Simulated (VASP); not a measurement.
# Ni (Fm-3m) in VASP: further runs

The runs below take Ni through single point, relaxation of cell and atoms, with RPBE.

All numbers are computed with VASP 6.6.1; they aren't measurements. Logs are shortened: lines on timing, memory, paths and dates and some standing lists are left out, and cuts for length are marked.

## (1) The cell of the first run

The structure is cubic, space group Fm-3m (No. 225). Conventional cell: a = 3.548 Å, b = 3.548 Å, c = 3.548 Å, α = 90.00°, β = 90.00°, γ = 90.00°. Within 3.3 Å of Ni (site symmetry m-3m) lie 12 Ni at 2.51 Å.

## (2) Single point, RPBE

File INCAR:

```
PREC = Accurate
ENCUT = 520
EDIFF = 1E-7
ISMEAR = -1
SIGMA = 0.1
LREAL = False
LASPH = True
NELM = 100
ALGO = Normal
ISIF = 2
LWAVE = False
LCHARG = False
GGA = RP
NBANDS = 11
```

File KPOINTS:

```
Automatic mesh
0
Gamma
  15 15 15
```

File POSCAR:

```
Ni
1.0
    0.0000000000      1.7740934967      1.7740934967
    1.7740934967      0.0000000000      1.7740934967
    1.7740934967      1.7740934967      0.0000000000
Ni
1
Direct
    0.0000000000      0.0000000000      0.0000000000
```

Potentials or basis: VASP PAW PBE potentials, release 64 (Ni).

Started as:

```console
> cat potpaw_PBE.64/Ni/POTCAR > POTCAR
> mpirun -np 1 vasp_std > vasp.out
```

OUTCAR:

```text
PREC = Accurate
   ENCUT = 520
   EDIFF = 1E-7
   ISMEAR = -1
   LREAL = False
   LASPH = True
   NELM = 100
   ISIF = 2
   GGA = RP

 ion  position               nearest neighbor table
   1  0.000  0.000  0.000-

  LATTYP: Found a face centered cubic cell.
 ALAT       =     3.5481869934

  Lattice vectors:

 A1 = (   0.0000000000,   1.7740934967,   1.7740934967)
 A2 = (   1.7740934967,   0.0000000000,   1.7740934967)
 A3 = (   1.7740934967,   1.7740934967,   0.0000000000)

Analysis of symmetry for initial positions (statically):
=====================================================================
 Subroutine PRICEL returns:
 Original cell was already a primitive cell.

 Routine SETGRP: Setting up the symmetry group for a
 face centered cubic supercell.

 Subroutine GETGRP returns: Found 48 space group operations
 (whereof 48 operations were pure point group operations)
 out of a pool of 48 trial point group operations.

The static configuration has the point symmetry O_h .

Analysis of symmetry for dynamics (positions and initial velocities):
=====================================================================
 Subroutine PRICEL returns:
 Original cell was already a primitive cell.

 Routine SETGRP: Setting up the symmetry group for a
 face centered cubic supercell.

 Subroutine GETGRP returns: Found 48 space group operations
 (whereof 48 operations were pure point group operations)
 out of a pool of 48 trial point group operations.

The dynamic configuration has the point symmetry O_h .

 Subroutine INISYM returns: Found 48 space group operations
 (whereof 48 operations are pure point group operations),
 and found     1 'primitive' translations

----------------------------------------------------------------------------------------

                                     Primitive cell

  volume of cell :      11.1676

  direct lattice vectors                    reciprocal lattice vectors
     0.000000000  1.774093497  1.774093497    -0.281834075  0.281834075  0.281834075
     1.774093497  0.000000000  1.774093497     0.281834075 -0.281834075  0.281834075
     1.774093497  1.774093497  0.000000000     0.281834075  0.281834075 -0.281834075

  length of vectors
     2.508947084  2.508947084  2.508947084     0.488150938  0.488150938  0.488150938

[... 79 lines left out ...]
   LREAL  =      F    real-space projection
   EDIFFG = 0.1E-05   stopping-criterion for IOM
   NSW    =      0    number of steps for IOM
   IBRION =     -1    ionic relax: 0-MD 1-quasi-New 2-CG
   NFREE  =      0    steps in history (QN), initial steepest desc. (CG)
   ISIF   =      2    stress and relaxation
   ISYM   =      2    0-nonsym 1-usesym 2-fastsym
   POTIM  = 0.5000    time-step for ionic-motion
   TEBEG  =    0.0;   TEEND  =   0.0 temperature during run
   PSTRESS=    0.0 pullay stress
   NELECT =      10.0000    total number of electrons
   NUPDOWN=      -1.0000    fix difference up-down
   EMIN   =  10.00;   EMAX   =-10.00  energy-range for DOS
   EFERMI =   0.00;   METHOD = LEGACY
   ISMEAR =    -1;   SIGMA  =   0.10  broadening in eV -4-tet -1-fermi 0-gaus
   EFERMI_NEDOS =   21; number of points for ismear=-14 and -15
   IALGO  =     38    algorithm
   IMIX   =      4    mixing-type and parameters
     AMIX     =   0.40;   BMIX     =  1.00
     AMIX_MAG =   1.60;   BMIX_MAG =  1.00
  volume/ion in A,a.u.               =      11.17        75.36
  Fermi-wavevector in a.u.,A,eV,Ry     =   1.577932  2.981859 33.876737  2.489870
  Thomas-Fermi vector in A             =   2.678540
   LORBIT       =      0    0 simple, 1 ext, 2 COOP (PROOUT), +10 PAW based schemes
   GGA     = RP    functional components
   LHFCALC =     F    Hartree Fock is set to
   AEXX    =    0.0000 exact exchange contribution
   IVDW    =     0    specifies the selected vdW correction
   LEPSILON=     F    determine dielectric tensor
   LRPA    =     F    only Hartree local field effects (RPA)
 non-spin polarized calculation
  energy-cutoff  :      520.00
  volume of cell :       11.17
 maximum number of plane-waves:       311
   NGX =  9   NGY =  9   NGZ =  9

 number of electron      10.0000008 magnetization

 Free energy of the ion-electron system (eV)
  ---------------------------------------------------
  ext. energy  EPLUGINS =         0.00000000
  ---------------------------------------------------
  free energy    TOTEN  =        -4.94392949 eV

  energy without entropy =       -4.85608253  energy(sigma->0) =       -4.90000601

 E-fermi :   8.9965     XC(G=0): -12.9762

 val. band max:        8.9912383446   @ k =   0.4667   0.2000   0.0000
 cond. band min:       8.9980304170   @ k =  -0.3333   0.4000   0.2000
 fundamental gap:      0.0067920724
 Fermi energy:         8.9965278450

 k-point     1 :       0.0000    0.0000    0.0000
  band No.  band energies     occupation
      1       0.3185      2.00000
      2       7.1977      2.00000
      3       7.1977      2.00000
      4       7.1977      2.00000
      5       8.2426      1.99894
      6       8.2426      1.99894
      7      32.5218      0.00000
      8      36.3309      0.00000
      9      36.3309      0.00000
     10      36.3309      0.00000
     11      39.2378      0.00000
[... 309 lines left out ...]
 k-point    24 :       0.2000    0.1333    0.0000
  band No.  band energies     occupation
      1       1.7951      2.00000
      2       6.7299      2.00000
      3       7.5307      2.00000
      4       7.5669      2.00000
      5       7.9120      1.99996
      6       8.4159      1.99400
      7      28.5674      0.00000
      8      31.1014      0.00000
      9      31.5236      0.00000
     10      33.7739      0.00000
     11      38.1145      0.00000

 [... further k-points ...]

------------------------ aborting loop because EDIFF is reached ----------------------------------------

  FORCE on cell =-STRESS in cart. coord.  units (eV):
  Direction    XX          YY          ZZ          XY          YZ          ZX
  --------------------------------------------------------------------------------------
  -------------------------------------------------------------------------------------
  Total        0.0151375      0.0151375      0.0151375     -0.0000000      0.0000000      0.0000000
  in kB        2.1717231      2.1717231      2.1717231     -0.0000000      0.0000000      0.0000000
  external PRESSURE =       2.1717231 kB  Pullay stress =       0.0000000 kB

 VOLUME and BASIS-vectors are now :
 -----------------------------------------------------------------------------
  energy-cutoff  :      520.00
  volume of cell :       11.17
      direct lattice vectors                 reciprocal lattice vectors
     0.000000000  1.774093497  1.774093497    -0.281834075  0.281834075  0.281834075
     1.774093497  0.000000000  1.774093497     0.281834075 -0.281834075  0.281834075
     1.774093497  1.774093497  0.000000000     0.281834075  0.281834075 -0.281834075

 POSITION                                       TOTAL-FORCE (eV/Angst)
 -----------------------------------------------------------------------------------
      0.00000      0.00000      0.00000         0.000000     -0.000000      0.000000
 -----------------------------------------------------------------------------------
    total drift:                                0.000000      0.000000      0.000000

  FREE ENERGIE OF THE ION-ELECTRON SYSTEM (eV)
  ---------------------------------------------------
  free  energy   TOTEN  =        -4.9439294948 eV

  energy  without entropy=       -4.8560825302  energy(sigma->0) =       -4.90000601
```

OSZICAR:

```text
N       E                     dE             d eps       ncg     rms          rms(c)
DAV:   1     0.299747882051E+02    0.29975E+02   -0.49285E+03  2712   0.125E+03
DAV:   2    -0.493219243882E+01   -0.34907E+02   -0.32950E+02  2727   0.171E+02
DAV:   3    -0.587852232238E+01   -0.94633E+00   -0.93419E+00  2986   0.330E+01
DAV:   4    -0.588638896164E+01   -0.78666E-02   -0.78639E-02  2950   0.273E+00
DAV:   5    -0.588656250302E+01   -0.17354E-03   -0.17354E-03  2980   0.374E-01    0.915E+00
DAV:   6    -0.529038757867E+01    0.59617E+00   -0.14369E+01  3141   0.523E+01    0.594E+00
DAV:   7    -0.495984972943E+01    0.33054E+00   -0.26726E+00  3132   0.209E+01    0.168E+00
DAV:   8    -0.494537388956E+01    0.14476E-01   -0.23513E-02  3554   0.153E+00    0.462E-01
DAV:   9    -0.494392047112E+01    0.14534E-02   -0.24981E-03  3963   0.381E-01    0.877E-02
DAV:  10    -0.494393313473E+01   -0.12664E-04   -0.17969E-05  2773   0.550E-02    0.324E-02
DAV:  11    -0.494392941927E+01    0.37155E-05   -0.32511E-07  3421   0.660E-03    0.253E-03
DAV:  12    -0.494392949484E+01   -0.75568E-07   -0.15078E-08  1620   0.867E-04
   1 F= -.49439295E+01 E0= -.49000060E+01  d E =-.878470E-01
```

stdout:

```text
POSCAR found type information on POSCAR Ni
 POSCAR found :  1 types and       1 ions
 scaLAPACK will be used
 -----------------------------------------------------------------------------
|                                                                             |
|                                                                             |
|     You enforced a specific xc type in the INCAR file but a different       |
|     I HOPE YOU KNOW WHAT YOU ARE DOING!                                     |
|                                                                             |
 -----------------------------------------------------------------------------

 LDA part: xc-table for (Slater+PW92), standard interpolation
 POSCAR, INCAR and KPOINTS ok, starting setup
 FFT: planning ... GRIDC
 FFT: planning ... GRID_SOFT
 FFT: planning ... GRID
 WAVECAR not read
 entering main loop
```

It took 6.4 s on 1 thread of Intel Xeon 6975P-C (Granite Rapids), shared host; peak memory 0.12 GiB.

What came out:

* Free energy: -4.9439 eV
* Pressure: 0.2 GPa
* Band gap on the k mesh: zero (band 5 reaches 9.11 eV, above the bottom of band 6 at 8.20 eV)

Caveat: the PAW data sets were made with another functional, which shifts forces and pressure a little; the run has no spin polarisation, though such a crystal can be magnetic.

[end of part 1 of 3]
